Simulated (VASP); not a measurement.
# C (R-3m) in VASP: a series of runs, part 2 of 2

VASP 6.6.1. Earlier steps stand in the parts before.

### Step 4. Single point, LDA (strain +0.025 along x and y, +0.025 along z)

Input file INCAR:

```
ALGO = Normal
EDIFF = 1E-7
ENCUT = 520
ISIF = 2
ISMEAR = 0
LASPH = T
LCHARG = F
LREAL = F
LWAVE = F
NBANDS = 11
NELM = 80
PREC = Accurate
SIGMA = 0.05
```

Input file KPOINTS:

```
k-points
0
Gamma
  12 12 12
```

Input file POSCAR:

```
C
1.0
    1.2587270051      0.7267263753      3.4306861104
   -1.2587270051      0.7267263753      3.4306861104
    0.0000000000     -1.4534527505      3.4306861104
C
2
Direct
    0.1640000000      0.1640000000      0.1640000000
    0.8360000000      0.8360000000      0.8360000000
```

Potentials or basis: VASP PAW LDA potentials, release 64 (C).

Command:

```sh
> cat potpaw_LDA.64/C/POTCAR > POTCAR
> mpirun -np 1 vasp_std > vasp.out
```

OUTCAR:

```text
EDIFF = 1E-7
   ENCUT = 520
   ISIF = 2
   ISMEAR = 0
   LASPH = T
   LREAL = F
   NELM = 80
   PREC = Accurate

 ion  position               nearest neighbor table
   1  0.164  0.164  0.164-   2 1.45   2 1.45   2 1.45
   2  0.836  0.836  0.836-   1 1.45   1 1.45   1 1.45

  LATTYP: Found a trigonal (rhomboedric) cell.
 ALAT       =     3.7258733320
 COS(alpha) =     0.7717362630

  Lattice vectors:

 A1 = (   1.2587270051,   0.7267263753,   3.4306861104)
 A2 = (  -1.2587270051,   0.7267263753,   3.4306861104)
 A3 = (   0.0000000000,  -1.4534527505,   3.4306861104)

Analysis of symmetry for initial positions (statically):
=====================================================================
 Subroutine PRICEL returns:
 Original cell was already a primitive cell.

 Routine SETGRP: Setting up the symmetry group for a
 trigonal (rhombohedral) supercell.

 Subroutine GETGRP returns: Found 12 space group operations
 (whereof 12 operations were pure point group operations)
 out of a pool of 12 trial point group operations.

The static configuration has the point symmetry D_3d.

Analysis of symmetry for dynamics (positions and initial velocities):
[... 162 lines left out ...]
 cond. band min:       4.3217382859   @ k =  -0.3333   0.3333   0.0000
 fundamental gap:      0.6938515439
 Fermi energy:         3.9734054615

 k-point     1 :       0.0000    0.0000    0.0000
  band No.  band energies     occupation
      1     -14.9332      2.00000
      2      -2.2202      2.00000
      3       0.9924      2.00000
      4       0.9924      2.00000
      5       7.8571      0.00000
      6      11.8851      0.00000
      7      11.8851      0.00000
      8      14.5507      0.00000
      9      15.5034      0.00000
     10      25.5540      0.00000
     11      28.2428      0.00000
[... 309 lines left out ...]
 k-point    24 :      -0.4167    0.1667    0.0000
  band No.  band energies     occupation
      1      -9.4382      2.00000
      2      -8.3891      2.00000
      3      -3.8945      2.00000
      4       2.6192      2.00000
      5       5.4244      0.00000
      6      13.4782      0.00000
      7      14.9714      0.00000
      8      15.7043      0.00000
      9      18.7588      0.00000
     10      21.9260      0.00000
     11      25.5861      0.00000

 [... further k-points ...]
[... 5 lines left out ...]
  --------------------------------------------------------------------------------------
  -------------------------------------------------------------------------------------
  Total       -3.6807441     -3.6807441     -0.1709663      0.0000000     -0.0000000      0.0000000
  in kB     -313.1926043   -313.1926044    -14.5474311      0.0000000     -0.0000000      0.0000000
  external PRESSURE =    -213.6442133 kB  Pullay stress =       0.0000000 kB

 VOLUME and BASIS-vectors are now :
 -----------------------------------------------------------------------------
  energy-cutoff  :      520.00
  volume of cell :       18.83
      direct lattice vectors                 reciprocal lattice vectors
     1.258727005  0.726726375  3.430686110     0.397226720  0.229338954  0.097162294
    -1.258727005  0.726726375  3.430686110    -0.397226720  0.229338954  0.097162294
     0.000000000 -1.453452750  3.430686110     0.000000000 -0.458677908  0.097162294

 POSITION                                       TOTAL-FORCE (eV/Angst)
 -----------------------------------------------------------------------------------
      0.00000      0.00000      1.68790         0.000000      0.000000      0.920558
      0.00000      0.00000      8.60416         0.000000     -0.000000     -0.920558
 -----------------------------------------------------------------------------------
    total drift:                                0.000000     -0.000000      0.000000

  FREE ENERGIE OF THE ION-ELECTRON SYSTEM (eV)
  ---------------------------------------------------
  free  energy   TOTEN  =       -20.0919405943 eV

  energy  without entropy=      -20.0919405943  energy(sigma->0) =      -20.09194059
```

OSZICAR:

```text
N       E                     dE             d eps       ncg     rms          rms(c)
DAV:   1     0.325015237212E+01    0.32502E+01   -0.44127E+03  4286   0.654E+02
DAV:   2    -0.206331060794E+02   -0.23883E+02   -0.22863E+02  5484   0.127E+02
DAV:   3    -0.211972332134E+02   -0.56413E+00   -0.56310E+00  5198   0.164E+01
DAV:   4    -0.211996041718E+02   -0.23710E-02   -0.23707E-02  4778   0.132E+00
DAV:   5    -0.211996146396E+02   -0.10468E-04   -0.10468E-04  5270   0.809E-02    0.594E+00
DAV:   6    -0.203566291698E+02    0.84299E+00   -0.74169E-01  4866   0.487E+00    0.337E+00
DAV:   7    -0.200926853655E+02    0.26394E+00   -0.80089E-01  4981   0.507E+00    0.874E-01
DAV:   8    -0.200923863735E+02    0.29899E-03   -0.19404E-02  4613   0.906E-01    0.138E-01
DAV:   9    -0.200919458373E+02    0.44054E-03   -0.94690E-04  5000   0.179E-01    0.578E-02
DAV:  10    -0.200919411977E+02    0.46397E-05   -0.88406E-05  5079   0.628E-02    0.221E-02
DAV:  11    -0.200919405841E+02    0.61356E-06   -0.23485E-06  4915   0.107E-02    0.383E-03
DAV:  12    -0.200919405943E+02   -0.10237E-07   -0.26401E-08  3689   0.134E-03
   1 F= -.20091941E+02 E0= -.20091941E+02  d E =-.348486E-24
```

Run time: 29 s. Hardware: 1 thread of AMD EPYC 9R45 (Zen 5), shared host; peak memory 0.12 GiB.

Results:

* Free energy: -20.0919 eV
* Pressure: -21.4 GPa
* Largest force: 0.921 eV/Å
* Band gap on the k mesh: 0.69 eV, direct

Forces in eV/Å, atoms in the order of the input:
```
C    0.000  0.000  0.921
C    0.000  0.000 -0.921
```

Stress tensor (GPa, compression positive):
```
-31.32   0.00   0.00
  0.00 -31.32   0.00
  0.00   0.00  -1.45
```

Caveat: the cell differs from its parent crystal (strain +0.025 along x and y, +0.025 along z). A k mesh can miss the band edges.

### Step 5. The runs side by side

| cell | gap on the mesh (eV) | pressure (GPa) | largest force (eV/Å) |
| --- | --- | --- | --- |
| a = 3.649 Å, angles 40.4°, 2 atoms | 0.79 | -21.7 | 0.89 |
| a = 3.587 Å, angles 42.1°, 2 atoms | 0.93 | -36.7 | 0.83 |
| a = 3.726 Å, angles 39.5°, 2 atoms | 0.69 | -21.4 | 0.92 |

Alike in all rows: task single point; level LDA; potentials or basis VASP PAW LDA potentials, release 64 (C); no spin polarisation; k mesh 12 × 12 × 12; cutoff (eV) 520; smearing gaussian 0.05 eV.

Total energies depend on the potentials used, so only differences within one code and one set of settings carry meaning.
